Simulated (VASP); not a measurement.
# CoO (F-43m) in VASP: relaxation of cell and atoms with PBE

Aim: the relaxation of cell and atoms of CoO with PBE.

All numbers are computed with VASP 6.6.1; they aren't measurements. Logs are shortened: lines on timing, memory, paths and dates and some standing lists are left out, and cuts for length are marked.

### Step 1. The cell of the first run

Symmetry: F-43m, No. 216, cubic system. Conventional cell: a = 4.500 Å, b = 4.500 Å, c = 4.500 Å, α = 90.00°, β = 90.00°, γ = 90.00°. Co (site symmetry -43m) has 4 O at 1.95 Å within 2.6 Å. O (site symmetry -43m) has 4 Co at 1.95 Å within 2.6 Å.

### Step 2. Relaxation of cell and atoms, PBE, collinear spin, ferromagnetic start

Input file INCAR:

```
  PREC = Accurate
  ENCUT = 600
  EDIFF = 1E-6
  ISMEAR = 0
  SIGMA = 0.1
  LREAL = False
  LASPH = True
  NELM = 150
  ALGO = Normal
  ISIF = 3
  LWAVE = False
  LCHARG = False
  ISPIN = 2
  MAGMOM = 3 0
  LORBIT = 11
  LMAXMIX = 4
  GGA = PE
  IBRION = 2
  NSW = 80
  EDIFFG = -0.01
```

Input file KPOINTS:

```
regular mesh
0
Gamma
  16 16 16
```

Input file POSCAR:

```
CoO
1.0
    0.0000000000      2.2499728228      2.2499728228
    2.2499728228      0.0000000000      2.2499728228
    2.2499728228      2.2499728228      0.0000000000
Co O
1 1
Direct
    0.0000000000      0.0000000000      0.0000000000
    0.2500000000      0.2500000000      0.2500000000
```

Potentials or basis: VASP PAW PBE potentials, release 64 (Co, O).

Command:

```sh
cat potpaw_PBE.64/Co/POTCAR potpaw_PBE.64/O/POTCAR > POTCAR
mpirun -np 1 vasp_std > vasp.out
```

OUTCAR:

```text
PREC = Accurate
   ENCUT = 600
   EDIFF = 1E-6
   ISMEAR = 0
   LREAL = False
   LASPH = True
   NELM = 150
   ISIF = 3
   ISPIN = 2
   LORBIT = 11
   GGA = PE
   IBRION = 2
   NSW = 80
   EDIFFG = -0.01

 ion  position               nearest neighbor table
   1  0.000  0.000  0.000-   2 1.95   2 1.95   2 1.95   2 1.95
   2  0.250  0.250  0.250-   1 1.95   1 1.95   1 1.95   1 1.95

  LATTYP: Found a face centered cubic cell.
 ALAT       =     4.4999456456

  Lattice vectors:

 A1 = (   0.0000000000,   2.2499728228,   2.2499728228)
 A2 = (   2.2499728228,   0.0000000000,   2.2499728228)
 A3 = (   2.2499728228,   2.2499728228,   0.0000000000)

Analysis of symmetry for initial positions (statically):
=====================================================================
 Subroutine PRICEL returns:
 Original cell was already a primitive cell.

 Routine SETGRP: Setting up the symmetry group for a
 face centered cubic supercell.

 Subroutine GETGRP returns: Found 24 space group operations
 (whereof 24 operations were pure point group operations)
 out of a pool of 48 trial point group operations.

The static configuration has the point symmetry T_d .

Analysis of symmetry for dynamics (positions and initial velocities):
=====================================================================
 Subroutine PRICEL returns:
 Original cell was already a primitive cell.

 Routine SETGRP: Setting up the symmetry group for a
 face centered cubic supercell.

 Subroutine GETGRP returns: Found 24 space group operations
 (whereof 24 operations were pure point group operations)
 out of a pool of 48 trial point group operations.

The dynamic configuration has the point symmetry T_d .

Analysis of structural, dynamic, and magnetic symmetry:
=====================================================================
 Subroutine PRICEL returns:
 Original cell was already a primitive cell.

 Routine SETGRP: Setting up the symmetry group for a
 face centered cubic supercell.

 Subroutine GETGRP returns: Found 24 space group operations
 (whereof 24 operations were pure point group operations)
 out of a pool of 48 trial point group operations.

The overall configuration has the point symmetry T_d .

 Subroutine INISYM returns: Found 24 space group operations
 (whereof 24 operations are pure point group operations),
 and found     1 'primitive' translations

----------------------------------------------------------------------------------------

                                     Primitive cell

  volume of cell :      22.7804

  direct lattice vectors                    reciprocal lattice vectors
     0.000000000  2.249972823  2.249972823    -0.222224906  0.222224906  0.222224906
     2.249972823  0.000000000  2.249972823     0.222224906 -0.222224906  0.222224906
     2.249972823  2.249972823  0.000000000     0.222224906  0.222224906 -0.222224906

  length of vectors
     3.181942081  3.181942081  3.181942081     0.384904829  0.384904829  0.384904829

  position of ions in fractional coordinates (direct lattice)
     0.000000000  0.000000000  0.000000000
     0.250000000  0.250000000  0.250000000

  ion indices of the primitive-cell ions
   primitive index   ion index
                 1           1
                 2           2

----------------------------------------------------------------------------------------

 KPOINTS: regular mesh

Automatic generation of k-mesh.
 Grid dimensions read from file:
 generate k-points for:   16   16   16

 Generating k-lattice:

  Cartesian coordinates                     Fractional coordinates (reciprocal lattice)
    -0.013889057  0.013889057  0.013889057     0.062500000  0.000000000  0.000000000
     0.013889057 -0.013889057  0.013889057     0.000000000  0.062500000  0.000000000
     0.013889057  0.013889057 -0.013889057     0.000000000  0.000000000  0.062500000

  Length of vectors
     0.024056552  0.024056552  0.024056552

  Shift w.r.t. Gamma in fractional coordinates (k-lattice)
     0.000000000  0.000000000  0.000000000

 Subroutine IBZKPT returns following result:
 ===========================================

 Found    145 irreducible k-points:

 Following reciprocal coordinates:
            Coordinates               Weight
  0.000000  0.000000  0.000000      1.000000
  0.062500  0.000000  0.000000      8.000000
  0.125000  0.000000  0.000000      8.000000
  0.187500  0.000000  0.000000      8.000000
  0.250000  0.000000  0.000000      8.000000
  0.312500  0.000000  0.000000      8.000000
[... 16 lines left out ...]
 -0.125000  0.062500  0.000000     24.000000
 -0.062500  0.062500  0.000000     12.000000
 [... further k-points ...]
   k-points           NKPTS =    145   k-points in BZ     NKDIM =    145   number of bands    NBANDS=     13
   number of dos      NEDOS =    301   number of ions     NIONS =      2
   total plane-waves  NPLWV =  21952
   dimension x,y,z NGX =    28 NGY =   28 NGZ =   28
   dimension x,y,z NGXF=    56 NGYF=   56 NGZF=   56
   ions per type =               1   1
   NGX,Y,Z   is equivalent  to a cutoff of  14.63, 14.63, 14.63 a.u.
   NGXF,Y,Z  is equivalent  to a cutoff of  29.26, 29.26, 29.26 a.u.
 SYSTEM =  unknown system
   PREC   = accura    normal or accurate (medium, high low for compatibility)
   ISTART =      0    job   : 0-new  1-cont  2-samecut
   ICHARG =      2    charge: 1-file 2-atom 10-const
   ISPIN  =      2    spin polarized calculation?
   LNONCOLLINEAR =      F non collinear calculations
   LSORBIT =      F    spin-orbit coupling
   LASPH  =      T    aspherical Exc in radial PAW
   ENCUT  =  600.0 eV  44.10 Ry    6.64 a.u.   6.36  6.36  6.36*2*pi/ulx,y,z
   NELM   =    150;   NELMIN=  2; NELMDL= -5     # of ELM steps
   EDIFF  = 0.1E-05   stopping-criterion for ELM
   LREAL  =      F    real-space projection
   EDIFFG = -.1E-01   stopping-criterion for IOM
   NSW    =     80    number of steps for IOM
   IBRION =      2    ionic relax: 0-MD 1-quasi-New 2-CG
   NFREE  =      1    steps in history (QN), initial steepest desc. (CG)
   ISIF   =      3    stress and relaxation
   ISYM   =      2    0-nonsym 1-usesym 2-fastsym
   POTIM  = 0.5000    time-step for ionic-motion
   TEBEG  =    0.0;   TEEND  =   0.0 temperature during run
   PSTRESS=    0.0 pullay stress
   NELECT =      15.0000    total number of electrons
   NUPDOWN=      -1.0000    fix difference up-down
   EMIN   =  10.00;   EMAX   =-10.00  energy-range for DOS
   EFERMI =   0.00;   METHOD = LEGACY
   ISMEAR =     0;   SIGMA  =   0.10  broadening in eV -4-tet -1-fermi 0-gaus
   EFERMI_NEDOS =   21; number of points for ismear=-14 and -15
   IALGO  =     38    algorithm
   IMIX   =      4    mixing-type and parameters
     AMIX     =   0.40;   BMIX     =  1.00
     AMIX_MAG =   1.60;   BMIX_MAG =  1.00
  volume/ion in A,a.u.               =      11.39        76.86
  Fermi-wavevector in a.u.,A,eV,Ry     =   1.424245  2.691432 27.599055  2.028473
  Thomas-Fermi vector in A             =   2.544756
   LORBIT       =     11    0 simple, 1 ext, 2 COOP (PROOUT), +10 PAW based schemes
   GGA     = PE    functional components
   LHFCALC =     F    Hartree Fock is set to
   AEXX    =    0.0000 exact exchange contribution
   IVDW    =     0    specifies the selected vdW correction
   LEPSILON=     F    determine dielectric tensor
   LRPA    =     F    only Hartree local field effects (RPA)
 conjugate gradient relaxation of ions
 spin polarized calculation
 Gauss-broadening in eV      SIGMA  =   0.10
  energy-cutoff  :      600.00
  volume of cell :       22.78
 maximum number of plane-waves:       778
 NGX is ok and might be reduce to    28
   NGX = 13   NGY = 13   NGZ = 13

--------------------------------------- Ionic step        1  -------------------------------------------

 number of electron      14.9999999 magnetization       2.7466156

 Free energy of the ion-electron system (eV)
  ---------------------------------------------------
  ext. energy  EPLUGINS =         0.00000000
  ---------------------------------------------------
  free energy    TOTEN  =       -13.37511277 eV

  energy without entropy =      -13.36566484  energy(sigma->0) =      -13.37038880

------------------------ aborting loop because EDIFF is reached ----------------------------------------

  FORCE on cell =-STRESS in cart. coord.  units (eV):
  Direction    XX          YY          ZZ          XY          YZ          ZX
  --------------------------------------------------------------------------------------
  -------------------------------------------------------------------------------------
  Total       -0.0612515     -0.0612515     -0.0612515      0.0000000      0.0000000     -0.0000000
  in kB       -4.3079008     -4.3079008     -4.3079008      0.0000000      0.0000000     -0.0000000
  external PRESSURE =      -4.3079008 kB  Pullay stress =       0.0000000 kB
[... 57 lines left out ...]
  energy  without entropy=      -13.3654308395  energy(sigma->0) =      -13.37028540

--------------------------------------- Ionic step        3  -------------------------------------------

 number of electron      14.9999999 magnetization       2.7386773

 Free energy of the ion-electron system (eV)
  ---------------------------------------------------
  ext. energy  EPLUGINS =         0.00000000
  ---------------------------------------------------
  free energy    TOTEN  =       -13.37516731 eV

  energy without entropy =      -13.36558817  energy(sigma->0) =      -13.37037774

 E-fermi :   6.0614     XC(G=0): -11.2440

 val. band max:        6.0610969347   @ k =  -0.4375   0.4375   0.1250
 cond. band min:       6.0618442976   @ k =   0.0625   0.0625   0.0000
 fundamental gap:      0.0007473628
 Fermi energy:         6.0613556506

 spin component 1

 k-point     1 :       0.0000    0.0000    0.0000
  band No.  band energies     occupation
      1     -13.9802      1.00000
      2      -0.0992      1.00000
      3      -0.0992      1.00000
      4      -0.0992      1.00000
      5       3.8757      1.00000
      6       3.8757      1.00000
      7       6.2631      0.00217
      8       6.3942      0.00000
      9       6.3942      0.00000
     10       6.3942      0.00000
     11      20.3369      0.00000
     12      20.3369      0.00000
     13      20.3369      0.00000
[... 353 lines left out ...]
 k-point    24 :      -0.0625    0.0625    0.0000
  band No.  band energies     occupation
      1     -13.9194      1.00000
      2      -0.2485      1.00000
      3      -0.0592      1.00000
      4      -0.0567      1.00000
      5       3.8252      1.00000
      6       3.8749      1.00000
      7       5.9045      0.98674
      8       6.2536      0.00328
      9       6.3693      0.00001
     10       7.0000      0.00000
     11      19.4627      0.00000
     12      20.0780      0.00000
     13      20.5825      0.00000

 [... further k-points ...]

 spin component 2

 k-point     1 :       0.0000    0.0000    0.0000
  band No.  band energies     occupation
      1     -13.4682      1.00000
      2       1.0954      1.00000
      3       1.0954      1.00000
      4       1.0955      1.00000
      5       5.5288      1.00000
      6       5.5290      1.00000
      7       6.7648      0.00000
      8       8.7212      0.00000
      9       8.7213      0.00000
     10       8.7214      0.00000
     11      20.7852      0.00000
     12      20.7852      0.00000
     13      20.7853      0.00000
[... 397 lines left out ...]
  FREE ENERGIE OF THE ION-ELECTRON SYSTEM (eV)
  ---------------------------------------------------
  free  energy   TOTEN  =       -13.3751673110 eV

  energy  without entropy=      -13.3655881684  energy(sigma->0) =      -13.37037774

 reached required accuracy - stopping structural energy minimisation

 total charge

# of ion       s       p       d       tot
------------------------------------------
    1        0.347   0.453   7.211   8.010
    2        1.549   3.442   0.000   4.991
--------------------------------------------------
tot          1.896   3.895   7.211  13.001

 magnetization (x)

# of ion       s       p       d       tot
------------------------------------------
    1        0.018   0.051   2.293   2.361
    2        0.021   0.269   0.000   0.290
--------------------------------------------------
tot          0.039   0.320   2.293   2.652
```

Wall time 6.6 min (1 thread of Intel Xeon 8259CL, shared host); peak memory 0.25 GiB.

What came out:

```
Free energy                                           : -13.3752 eV
Relaxed volume                                        : 11.36 Å³/atom
Relaxed cell                                          : a = 3.180 Å, b = 3.180 Å, c = 3.180 Å, α = 60.00°, β = 60.00°, γ = 60.00°
Space group after relaxing (to 0.1 Å)                 : F-43m (No. 216)
Energy gained by relaxing                             : 0.0 meV/atom
Ionic steps                                           : 3
Pressure after relaxing                               : 0.0 GPa
Net moment                                            : 2.74 μB per cell
Site moments                                          : Co +2.36; O +0.29 μB
Valence electrons inside the program's atomic spheres : Co 8.01; O 4.99
```

Final structure:
```
CELL_PARAMETERS angstrom
0.00000 2.24826 2.24826
2.24826 0.00000 2.24826
2.24826 2.24826 0.00000
ATOMIC_POSITIONS crystal
Co 0.00000 0.00000 0.00000
O 0.25000 0.25000 0.25000
```

Levels at points of the mesh, in eV from the Fermi level:
Spin up:
| k point | band 5 | band 6 | band 7 | band 8 | band 9 | band 10 | band 11 | band 12 | band 13 |
| --- | --- | --- | --- | --- | --- | --- | --- | --- | --- |
| (0.00, 0.00, 0.00) | -2.19 | -2.19 | 0.20 | 0.33 | 0.33 | 0.33 | 14.28 | 14.28 | 14.28 |
| (0.50, 0.00, 0.00) | -2.49 | -2.13 | -2.13 | -0.51 | -0.51 | 5.78 | 7.06 | 13.71 | 13.71 |
| (0.50, 0.50, 0.00) | -3.15 | -1.86 | -1.74 | -1.74 | -1.49 | 5.24 | 10.02 | 11.19 | 14.37 |
Spin down:
| k point | band 3 | band 4 | band 5 | band 6 | band 7 | band 8 | band 9 | band 10 |
| --- | --- | --- | --- | --- | --- | --- | --- | --- |
| (0.00, 0.00, 0.00) | -4.97 | -4.97 | -0.53 | -0.53 | 0.70 | 2.66 | 2.66 | 2.66 |
| (0.50, 0.00, 0.00) | -4.75 | -4.75 | -0.30 | -0.30 | 0.26 | 1.76 | 1.76 | 6.25 |
| (0.50, 0.50, 0.00) | -4.48 | -4.48 | -0.77 | -0.15 | 0.01 | 0.98 | 0.98 | 6.25 |

Caveat: a cell with one magnetic atom can't hold antiferromagnetic order, which such compounds often take; semilocal functionals often make such compounds metallic where correlation or magnetic order opens a gap, which also shifts bond lengths. With open d or f shells a metallic result of PBE can be an artefact of self-interaction; +U or a hybrid may open a gap.
